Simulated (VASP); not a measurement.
# V (P6_3/mmc) in VASP: a series of runs

Aim: see how the results for V move with the level of theory and the settings. Levels: PBEsol, LDA. Tasks: single point.

All numbers are computed with VASP 6.6.1; they aren't measurements. Logs are shortened: lines on timing, memory, paths and dates and some standing lists are left out, and cuts for length are marked.

### 1 The cell of the first run

It takes space group P6_3/mmc (No. 194, hexagonal). The conventional cell has a = 2.622 Å, b = 2.622 Å, c = 4.755 Å, α = 90.00°, β = 90.00°, γ = 120.00°. V (site symmetry -6m2) has 12 V at 2.62 to 2.82 Å within 3.5 Å.

This isn't the form of V at room conditions, which is bcc.

### 2 Single point, PBEsol, collinear spin, ferromagnetic start (14.15 Å³/atom)

INCAR reads:

```
SYSTEM = V
PREC = Accurate
ENCUT = 520
EDIFF = 1E-7
ISMEAR = -1
SIGMA = 0.05
LREAL = .False.
LASPH = .True.
NELM = 150
ALGO = Fast
ISIF = 2
LWAVE = .False.
LCHARG = .False.
ISPIN = 2
MAGMOM = 2 2
LORBIT = 11
LMAXMIX = 4
GGA = PS
NBANDS = 24
```

KPOINTS reads:

```
regular mesh
0
Gamma
  12 12 6
  0 0 0
```

POSCAR reads:

```
V
1.0
    2.6215415862      0.0000000000      0.0000000000
   -1.3107707930      2.2703216106      0.0000000000
    0.0000000000      0.0000000000      4.7546172825
V
2
Direct
    0.3333333333      0.6666666667      0.2500000000
    0.6666666667      0.3333333333      0.7500000000
```

Potentials or basis: VASP PAW PBE potentials, release 64 (V_sv).

Command:

```bash
$ cat potpaw_PBE.64/V_sv/POTCAR > POTCAR
$ mpirun -np 1 vasp_std > vasp.out
```

OUTCAR:

```text
SYSTEM = V
   PREC = Accurate
   ENCUT = 520
   EDIFF = 1E-7
   ISMEAR = -1
   LREAL = .False.
   LASPH = .True.
   NELM = 150
   ISIF = 2
   ISPIN = 2
   LORBIT = 11
   GGA = PS

 ion  position               nearest neighbor table
   1  0.333  0.667  0.250-   2 2.82   2 2.82   2 2.82   2 2.82   2 2.82   2 2.82
   2  0.667  0.333  0.750-   1 2.82   1 2.82   1 2.82   1 2.82   1 2.82   1 2.82

  LATTYP: Found a hexagonal cell.
 ALAT       =     2.6215415862
 C/A-ratio  =     1.8136722711

  Lattice vectors:

 A1 = (   2.6215415862,   0.0000000000,   0.0000000000)
 A2 = (  -1.3107707930,   2.2703216106,   0.0000000000)
 A3 = (   0.0000000000,   0.0000000000,   4.7546172825)

Analysis of symmetry for initial positions (statically):
=====================================================================
 Subroutine PRICEL returns:
 Original cell was already a primitive cell.

 Routine SETGRP: Setting up the symmetry group for a
 hexagonal supercell.

 Subroutine GETGRP returns: Found 24 space group operations
 (whereof 12 operations were pure point group operations)
 out of a pool of 24 trial point group operations.

The static configuration has the point symmetry D_3d.
 The point group associated with its full space group is D_6h.

Analysis of symmetry for dynamics (positions and initial velocities):
=====================================================================
 Subroutine PRICEL returns:
 Original cell was already a primitive cell.

 Routine SETGRP: Setting up the symmetry group for a
 hexagonal supercell.

 Subroutine GETGRP returns: Found 24 space group operations
 (whereof 12 operations were pure point group operations)
 out of a pool of 24 trial point group operations.

The dynamic configuration has the point symmetry D_3d.
 The point group associated with its full space group is D_6h.

Analysis of structural, dynamic, and magnetic symmetry:
=====================================================================
 Subroutine PRICEL returns:
 Original cell was already a primitive cell.

 Routine SETGRP: Setting up the symmetry group for a
 hexagonal supercell.

 Subroutine GETGRP returns: Found 24 space group operations
 (whereof 12 operations were pure point group operations)
 out of a pool of 24 trial point group operations.

The overall configuration has the point symmetry D_3d.
 The point group associated with its full space group is D_6h.

 Subroutine INISYM returns: Found 24 space group operations
 (whereof 12 operations are pure point group operations),
 and found     1 'primitive' translations

----------------------------------------------------------------------------------------

                                     Primitive cell

  volume of cell :      28.2983

  direct lattice vectors                    reciprocal lattice vectors
     2.621541586  0.000000000  0.000000000     0.381454944  0.220233115  0.000000000
    -1.310770793  2.270321611  0.000000000     0.000000000  0.440466230  0.000000000
     0.000000000  0.000000000  4.754617282     0.000000000  0.000000000  0.210321870

  length of vectors
     2.621541586  2.621541586  4.754617282     0.440466230  0.440466230  0.210321870

  position of ions in fractional coordinates (direct lattice)
     0.333333333  0.666666667  0.250000000
     0.666666667  0.333333333  0.750000000

  ion indices of the primitive-cell ions
   primitive index   ion index
                 1           1
                 2           2

----------------------------------------------------------------------------------------

 KPOINTS: regular mesh

Automatic generation of k-mesh.
 Grid dimensions read from file:
 generate k-points for:   12   12    6

 Generating k-lattice:

  Cartesian coordinates                     Fractional coordinates (reciprocal lattice)
     0.031787912  0.018352760  0.000000000     0.083333333 -0.000000000  0.000000000
     0.000000000  0.036705519  0.000000000     0.000000000  0.083333333  0.000000000
     0.000000000  0.000000000  0.035053645     0.000000000  0.000000000  0.166666667

  Length of vectors
     0.036705519  0.036705519  0.035053645

  Shift w.r.t. Gamma in fractional coordinates (k-lattice)
     0.000000000  0.000000000  0.000000000

 Subroutine IBZKPT returns following result:
 ===========================================

 Found     76 irreducible k-points:

 Following reciprocal coordinates:
            Coordinates               Weight
  0.000000  0.000000  0.000000      1.000000
  0.083333  0.000000  0.000000      6.000000
  0.166667  0.000000  0.000000      6.000000
  0.250000  0.000000  0.000000      6.000000
  0.333333  0.000000  0.000000      6.000000
  0.416667  0.000000  0.000000      6.000000
[... 16 lines left out ...]
  0.250000  0.000000  0.166667     12.000000
  0.333333  0.000000  0.166667     12.000000
 [... further k-points ...]
   k-points           NKPTS =     76   k-points in BZ     NKDIM =     76   number of bands    NBANDS=     24
   number of dos      NEDOS =    301   number of ions     NIONS =      2
   total plane-waves  NPLWV =  14400
   dimension x,y,z NGX =    20 NGY =   20 NGZ =   36
   dimension x,y,z NGXF=    40 NGYF=   40 NGZF=   72
   ions per type =               2
   NGX,Y,Z   is equivalent  to a cutoff of  12.68, 12.68, 12.59 a.u.
   NGXF,Y,Z  is equivalent  to a cutoff of  25.37, 25.37, 25.17 a.u.
 SYSTEM =  V
   PREC   = accura    normal or accurate (medium, high low for compatibility)
   ISTART =      0    job   : 0-new  1-cont  2-samecut
   ICHARG =      2    charge: 1-file 2-atom 10-const
   ISPIN  =      2    spin polarized calculation?
   LNONCOLLINEAR =      F non collinear calculations
   LSORBIT =      F    spin-orbit coupling
   LASPH  =      T    aspherical Exc in radial PAW
   ENCUT  =  520.0 eV  38.22 Ry    6.18 a.u.   4.87  4.87  8.84*2*pi/ulx,y,z
   NELM   =    150;   NELMIN=  2; NELMDL= -5     # of ELM steps
   EDIFF  = 0.1E-06   stopping-criterion for ELM
   LREAL  =      F    real-space projection
   EDIFFG = 0.1E-05   stopping-criterion for IOM
   NSW    =      0    number of steps for IOM
   IBRION =     -1    ionic relax: 0-MD 1-quasi-New 2-CG
   NFREE  =      0    steps in history (QN), initial steepest desc. (CG)
   ISIF   =      2    stress and relaxation
   ISYM   =      2    0-nonsym 1-usesym 2-fastsym
   POTIM  = 0.5000    time-step for ionic-motion
   TEBEG  =    0.0;   TEEND  =   0.0 temperature during run
   PSTRESS=    0.0 pullay stress
   NELECT =      26.0000    total number of electrons
   NUPDOWN=      -1.0000    fix difference up-down
   EMIN   =  10.00;   EMAX   =-10.00  energy-range for DOS
   EFERMI =   0.00;   METHOD = LEGACY
   ISMEAR =    -1;   SIGMA  =   0.05  broadening in eV -4-tet -1-fermi 0-gaus
   EFERMI_NEDOS =   21; number of points for ismear=-14 and -15
   IALGO  =     68    algorithm
   IMIX   =      4    mixing-type and parameters
     AMIX     =   0.40;   BMIX     =  1.00
     AMIX_MAG =   1.60;   BMIX_MAG =  1.00
  volume/ion in A,a.u.               =      14.15        95.48
  Fermi-wavevector in a.u.,A,eV,Ry     =   1.591522  3.007541 34.462783  2.532943
  Thomas-Fermi vector in A             =   2.690049
   LORBIT       =     11    0 simple, 1 ext, 2 COOP (PROOUT), +10 PAW based schemes
   GGA     = PS    functional components
   LHFCALC =     F    Hartree Fock is set to
   AEXX    =    0.0000 exact exchange contribution
   IVDW    =     0    specifies the selected vdW correction
   LEPSILON=     F    determine dielectric tensor
   LRPA    =     F    only Hartree local field effects (RPA)
 spin polarized calculation
 RMM-DIIS sequential band-by-band and
  energy-cutoff  :      520.00
  volume of cell :       28.30
 maximum number of plane-waves:       780
 NGX is ok and might be reduce to    20
   NGX =  9   NGY =  9   NGZ = 17

 number of electron      26.0000005 magnetization       0.0012088

 number of electron      26.0000005 magnetization      -0.0003452

 Free energy of the ion-electron system (eV)
  ---------------------------------------------------
  ext. energy  EPLUGINS =         0.00000000
  ---------------------------------------------------
  free energy    TOTEN  =       -18.69886681 eV

  energy without entropy =      -18.67186182  energy(sigma->0) =      -18.68536432

 E-fermi :   9.3065     XC(G=0): -12.7719

 val. band max:        9.3023750009   @ k =   0.1667   0.0000   0.0000
 cond. band min:       9.3145175436   @ k =   0.3333   0.1667   0.5000
 fundamental gap:      0.0121425427
 Fermi energy:         9.3064756498

 spin component 1

 k-point     1 :       0.0000    0.0000    0.0000
  band No.  band energies     occupation
      1     -54.4891      1.00000
      2     -54.3888      1.00000
      3     -28.6837      1.00000
      4     -28.0841      1.00000
      5     -27.9480      1.00000
      6     -27.9480      1.00000
[... 16 lines left out ...]
     23      27.3599      0.00000
     24      29.5376      0.00000
[... 598 lines left out ...]
      2     -54.2999      1.00000
      3     -28.5870      1.00000
      4     -28.5169      1.00000
      5     -28.4078      1.00000
      6     -28.1312      1.00000
[... 16 lines left out ...]
     23      24.0401      0.00000
     24      26.0962      0.00000

 [... further k-points ...]

 spin component 2

 k-point     1 :       0.0000    0.0000    0.0000
  band No.  band energies     occupation
      1     -54.4892      1.00000
      2     -54.3890      1.00000
      3     -28.6838      1.00000
      4     -28.0843      1.00000
      5     -27.9482      1.00000
      6     -27.9482      1.00000
[... 16 lines left out ...]
     23      27.3598      0.00000
     24      29.5375      0.00000
[... 598 lines left out ...]
      2     -54.3000      1.00000
      3     -28.5871      1.00000
      4     -28.5170      1.00000
      5     -28.4079      1.00000
      6     -28.1313      1.00000
[... 16 lines left out ...]
     23      24.0400      0.00000
     24      26.0961      0.00000

 [... further k-points ...]

------------------------ aborting loop because EDIFF is reached ----------------------------------------

  FORCE on cell =-STRESS in cart. coord.  units (eV):
  Direction    XX          YY          ZZ          XY          YZ          ZX
  --------------------------------------------------------------------------------------
  -------------------------------------------------------------------------------------
  Total       -1.7727769     -1.7727769     -1.7881068     -0.0000000     -0.0000000      0.0000000
  in kB     -100.3702431   -100.3702431   -101.2381794     -0.0000000     -0.0000000      0.0000000
  external PRESSURE =    -100.6595552 kB  Pullay stress =       0.0000000 kB

 VOLUME and BASIS-vectors are now :
 -----------------------------------------------------------------------------
  energy-cutoff  :      520.00
  volume of cell :       28.30
      direct lattice vectors                 reciprocal lattice vectors
     2.621541586  0.000000000  0.000000000     0.381454944  0.220233115  0.000000000
    -1.310770793  2.270321611  0.000000000     0.000000000  0.440466230  0.000000000
     0.000000000  0.000000000  4.754617282     0.000000000  0.000000000  0.210321870

 POSITION                                       TOTAL-FORCE (eV/Angst)
 -----------------------------------------------------------------------------------
     -0.00000      1.51355      1.18865         0.000000      0.000000      0.000000
      1.31077      0.75677      3.56596        -0.000000     -0.000000      0.000000
 -----------------------------------------------------------------------------------
    total drift:                               -0.000000      0.000000     -0.000000

  FREE ENERGIE OF THE ION-ELECTRON SYSTEM (eV)
  ---------------------------------------------------
  free  energy   TOTEN  =       -18.6988668142 eV

  energy  without entropy=      -18.6718618185  energy(sigma->0) =      -18.68536432

 total charge

# of ion       s       p       d       tot
------------------------------------------
    1        2.339   6.204   3.058  11.601
    2        2.339   6.204   3.058  11.601
--------------------------------------------------
tot          4.679  12.408   6.116  23.203

 magnetization (x)

# of ion       s       p       d       tot
------------------------------------------
    1       -0.000  -0.000  -0.000  -0.000
    2       -0.000  -0.000  -0.000  -0.000
--------------------------------------------------
tot         -0.000  -0.000  -0.000  -0.000
```

Wall time 76 s (1 thread of Intel Xeon Platinum 8488C (Sapphire Rapids), shared host); peak memory 0.2 GiB.

Results:

```
Free energy                                           : -18.6989 eV
Pressure                                              : -10.1 GPa
Band gap on the k mesh                                : zero (filled and empty bands overlap)
Net moment                                            : 0.00 μB per cell
Valence electrons inside the program's atomic spheres : V 11.60
```

Caveat: the cell stands under tension; the PAW data sets were made with another functional, which shifts forces and pressure a little.

(Part 1 of 3 ends here.)
